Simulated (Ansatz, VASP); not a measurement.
**One calculation of AlN, two programs**

File INCAR:

```
PREC = Accurate ; ENCUT = 600
EDIFF = 1E-6 ; ISMEAR = 0
SIGMA = 0.05 ; LREAL = F
LASPH = T ; NELM = 120
ALGO = Normal ; ISIF = 2
LWAVE = F ; LCHARG = F
GGA = PS ; NBANDS = 16
GGA_COMPAT = F
```

KPOINTS

```
Automatic mesh
0
Gamma
  12 12 6
```

Contents of POSCAR:

```
AlN
1.0
    3.1110021516      0.0000000000      0.0000000000
   -1.5555010758      2.6942068945      0.0000000000
    0.0000000000      0.0000000000      4.9780000000
Al N
2 2
Direct
    0.3333333333      0.6666666667      0.0000000000
    0.6666666667      0.3333333333      0.5000000000
    0.2219833102      0.4439666204      0.3850000000
    0.6666666667      0.3333333333      0.8850000000
```

Input for Ansatz:

```yaml
crystal:
  lattice:
    - [3.1110021516, 0.0, 0.0]
    - [-1.5555010758, 2.6942068945, 0.0]
    - [0.0, 0.0, 4.978]
  atoms:
    - { symbol: Al, position: [0.3333333333, 0.6666666667, 0.0] }
    - { symbol: Al, position: [0.6666666667, 0.3333333333, 0.5] }
    - { symbol: "N", position: [0.2219833102, 0.4439666204, 0.385] }
    - { symbol: "N", position: [0.6666666667, 0.3333333333, 0.885] }
basis:
  ecutwfc: 420
kpoints:
  mp_grid: { grid: [12, 12, 6] }
hamiltonian:
  xc: pbesol
scf:
  occupations: { method: gaussian, width: 0.05 }
output:
  forces: true
  stress: true
  eigenvalues: true
  write_density: true
  write_potential: true
  elf: true
  volumetric_format: npy
```

Alike in both runs: task single point; functional PBEsol; k mesh 12 × 12 × 6; occupations gaussian, width 0.05 eV; no spin polarisation.

|  | VASP | Ansatz |
| --- | --- | --- |
| version | VASP 6.6.1 | Ansatz 0.2.0 |
| potentials or method | VASP PAW PBE potentials, release 64 (Al, N), cutoff 600 eV | scalar-relativistic, plane waves, PAW |
| valence electrons in the cell | 16 | 16 |

```csv
,VASP,Ansatz,Ansatz less VASP
gap on the k mesh at the Fermi level (eV),2.77,2.76,-0.009
least direct gap on the mesh (eV),2.77,2.76,-0.009
pressure (GPa),12.4,12.3,-0.16
"traceless stress, the component that is largest in VASP (GPa)",28.40,27.85,-0.553
rms of the force components (eV/Å),1.650,1.627,-0.0235
```

VASP's potentials were made for PBE, not for PBEsol. Atom by atom the forces differ by 0.024 eV/Å (rms over components).
